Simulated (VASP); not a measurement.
## Au: single point with r2SCAN

Au:

```
Au
1.0
     0.00000    2.06207    2.06207
     2.06207    0.00000    2.06207
     2.06207    2.06207    0.00000
Au
1
Direct
  0.00000 0.00000 0.00000
```

```yaml
Program: VASP 6.6.1
Task: single point
Functional: r2SCAN
Potentials_or_basis: VASP PAW PBE potentials, release 64 (Au)
Cutoff: 520 eV
k_mesh: 24 × 24 × 24
Occupations: gaussian, width 0.15 eV
Spin: no spin polarisation
Dipole_correction: no
Further_INCAR_settings: ALGO = Normal; EDIFF = 1e-07; NBANDS = 12
```

The pressure is 0.3 GPa.

Levels at points of the mesh, in eV from the Fermi level:
| k point | band 3 | band 4 | band 5 | band 6 | band 7 | band 8 | band 9 | band 10 |
| --- | --- | --- | --- | --- | --- | --- | --- | --- |
| (0.00, 0.00, 0.00) | -4.81 | -4.81 | -3.36 | -3.36 | 15.33 | 19.25 | 19.25 | 19.25 |
| (0.50, 0.00, 0.00) | -4.85 | -2.17 | -2.17 | -0.68 | 3.00 | 14.81 | 17.68 | 17.68 |
| (0.50, 0.50, 0.00) | -2.23 | -1.84 | -1.84 | 1.25 | 5.75 | 10.42 | 10.42 | 17.72 |

It took 3.4 min on 1 thread of Intel(R) Xeon(R) Platinum 8259CL CPU @ 2.50GHz (Skylake/Cascade Lake), with other jobs on the host, peak memory 0.21 GiB.

Caveat: the PAW data sets were made with another functional, which shifts forces and pressure a little; spin-orbit coupling is left out, which moves the levels of the heavy elements.
